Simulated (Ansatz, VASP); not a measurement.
Two plane-wave programs on Rh3N

```xyz
4
Lattice="3.7169 0.0000 0.0000 0.0000 3.7169 0.0000 0.0000 0.0000 3.7169" Properties=species:S:1:pos:R:3 pbc="T T T"
Rh    0.0000    1.8585    1.8585
Rh    1.8585    0.0000    1.8585
Rh    1.8585    1.8585    0.0000
N     0.0000    0.0000    0.0000
```

Alike in both runs: task relaxation of cell and atoms; functional PBE; k mesh 12 × 12 × 12; occupations gaussian, width 0.1 eV; no spin polarisation.

```csv
,VASP,Ansatz
version,VASP 6.6.1,Ansatz 0.2.0
potentials or method,"VASP PAW PBE potentials, release 64 (Rh_pv, N), cutoff 600 eV","scalar-relativistic, plane waves, PAW"
valence electrons in the cell,50,56
```

|  | VASP | Ansatz | Ansatz less VASP |
| --- | --- | --- | --- |
| gap on the k mesh at the Fermi level, each at its own relaxed structure (eV) | none | none | - |
| relaxed volume (Å³/atom) | 12.86 | 12.87 | +0.009 |
| relaxed cell length with the largest relative difference (Å) | 3.719 | 3.720 | +0.0009 |

A gap of «none» marks a metal or a gap that the smearing closes. VASP's potentials hold 50 valence electrons a cell and Ansatz's 56, so a difference there can come from the potentials and not from the codes.
